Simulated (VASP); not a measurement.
**TiN: single point with r2SCAN**

The system is TiN.

```
CELL_PARAMETERS angstrom
0.00000 2.11709 2.11709
2.11709 0.00000 2.11709
2.11709 2.11709 0.00000
ATOMIC_POSITIONS crystal
Ti 0.00000 0.00000 0.00000
N 0.50000 0.50000 0.50000
```

* Program: VASP 6.6.1
* Task: single point
* Functional: r2SCAN
* Potentials or basis: VASP PAW PBE potentials, release 64 (Ti_sv, N)
* Cutoff: 520 eV
* k mesh: 18 × 18 × 18
* Occupations: fermi-dirac, width 0.15 eV
* Spin: no spin polarisation

- Pressure: 1.5 GPa
- Band gap on the k mesh: zero (an odd number of electrons rules out a gap without spin polarisation)

Levels at points of the mesh, in eV from the Fermi level:
| k point | band 7 | band 8 | band 9 | band 10 | band 11 | band 12 |
| --- | --- | --- | --- | --- | --- | --- |
| (0.00, 0.00, 0.00) | -2.38 | -2.38 | -0.61 | -0.61 | -0.61 | 0.60 |
| (0.50, 0.00, 0.00) | -5.93 | -5.93 | 1.76 | 1.76 | 2.47 | 5.98 |
| (0.50, 0.50, 0.00) | -3.62 | -3.62 | -3.11 | 1.69 | 2.47 | 2.47 |

It took 5.9 min on 1 thread of AMD EPYC 7R43 64-Core Processor (Zen 3), on a shared host, peak memory 0.16 GiB.

Caveat: the PAW data sets were made with another functional, which shifts forces and pressure a little.
